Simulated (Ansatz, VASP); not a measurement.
Two plane-wave programs on Al5Ga3N8

The input INCAR:

```
SYSTEM = Al5Ga3N8
  PREC = Accurate
  ENCUT = 520
  EDIFF = 1E-7
  ISMEAR = 0
  SIGMA = 0.02
  LREAL = Auto
  LASPH = .TRUE.
  NELM = 80
  ALGO = Normal
  ISIF = 2
  LWAVE = .FALSE.
  LCHARG = .FALSE.
  GGA = PS
  NBANDS = 61
```

The input KPOINTS:

```
regular mesh
0
G
  6 4 4
  0 0 0
```

The input POSCAR:

```
Al5Ga3N8
1.0
   -0.0014430012     -0.0008331171     -5.0689060247
    3.1368704847      5.4343986660      0.0018002063
    3.1378920567     -5.4349884708      0.0000000000
Ga Al N
3 5 8
Direct
   -0.0011665615      0.1652001798      0.3313124082
   -0.0011665615      0.1652001798      0.8338877716
    0.4990435769      0.3350319095      0.6675159547
   -0.0000345465      0.6672093499      0.3336046750
   -0.0003493759      0.6689294519      0.8344647260
    0.5000651375      0.3355262969      0.1677631485
    0.5002337959      0.8314910624      0.6653480318
    0.5002337959      0.8314910624      0.1661430306
    0.6134880633      0.1629775432      0.3263747209
    0.6134880633      0.1629775432      0.8366028223
    0.6226921529      0.6671763207      0.3335881604
    0.6246105434      0.6744702905      0.8372351453
    0.1147659583      0.3398643471      0.6699321736
    0.1259436724      0.3406399046      0.1703199523
    0.1240761429      0.8259072791      0.6626518608
    0.1240761429      0.8259072791      0.1632554183
```

Input for Ansatz:

```yaml
crystal:
  lattice:
    - [-0.0014430012, -0.0008331171, -5.0689060247]
    - [3.1368704847, 5.434398666, 0.0018002063]
    - [3.1378920567, -5.4349884708, 0.0]
  atoms:
    - { symbol: Ga, position: [-0.0011665615, 0.1652001798, 0.3313124082] }
    - { symbol: Ga, position: [-0.0011665615, 0.1652001798, 0.8338877716] }
    - { symbol: Al, position: [-3.45465e-05, 0.6672093499, 0.333604675] }
    - { symbol: Al, position: [-0.0003493759, 0.6689294519, 0.834464726] }
    - { symbol: Ga, position: [0.4990435769, 0.3350319095, 0.6675159547] }
    - { symbol: Al, position: [0.5000651375, 0.3355262969, 0.1677631485] }
    - { symbol: Al, position: [0.5002337959, 0.8314910624, 0.6653480318] }
    - { symbol: Al, position: [0.5002337959, 0.8314910624, 0.1661430306] }
    - { symbol: "N", position: [0.6134880633, 0.1629775432, 0.3263747209] }
    - { symbol: "N", position: [0.6134880633, 0.1629775432, 0.8366028223] }
    - { symbol: "N", position: [0.6226921529, 0.6671763207, 0.3335881604] }
    - { symbol: "N", position: [0.6246105434, 0.6744702905, 0.8372351453] }
    - { symbol: "N", position: [0.1147659583, 0.3398643471, 0.6699321736] }
    - { symbol: "N", position: [0.1259436724, 0.3406399046, 0.1703199523] }
    - { symbol: "N", position: [0.1240761429, 0.8259072791, 0.6626518608] }
    - { symbol: "N", position: [0.1240761429, 0.8259072791, 0.1632554183] }
basis:
  ecutwfc: 420
kpoints:
  mp_grid: { grid: [6, 4, 4] }
  band_path: { path: [VBM, CBM], npoints: 2 }
hamiltonian:
  xc: pbesol
scf:
  occupations: { method: gaussian, width: 0.02 }
output:
  forces: true
  stress: true
  eigenvalues: true
```

Alike in both runs: task single point; functional PBEsol; k mesh 6 × 4 × 4; occupations gaussian, width 0.02 eV; no spin polarisation.

|  | VASP | Ansatz |
| --- | --- | --- |
| version | VASP 6.6.1 | Ansatz 0.2.0 |
| potentials or method | VASP PAW PBE potentials, release 64 (Ga_d, Al, N), cutoff 520 eV | scalar-relativistic, plane waves, PAW |
| valence electrons in the cell | 94 | 94 |

```tsv
	VASP	Ansatz	Ansatz less VASP
gap on the k mesh at the Fermi level (eV)	3.21	3.19	-0.017
least direct gap on the mesh (eV)	3.21	3.19	-0.017
pressure (GPa)	-0.1	0.0	+0.09
rms of the force components (eV/Å)	0.004	0.001	-0.0035
```

VASP's potentials were made for PBE, not for PBEsol.
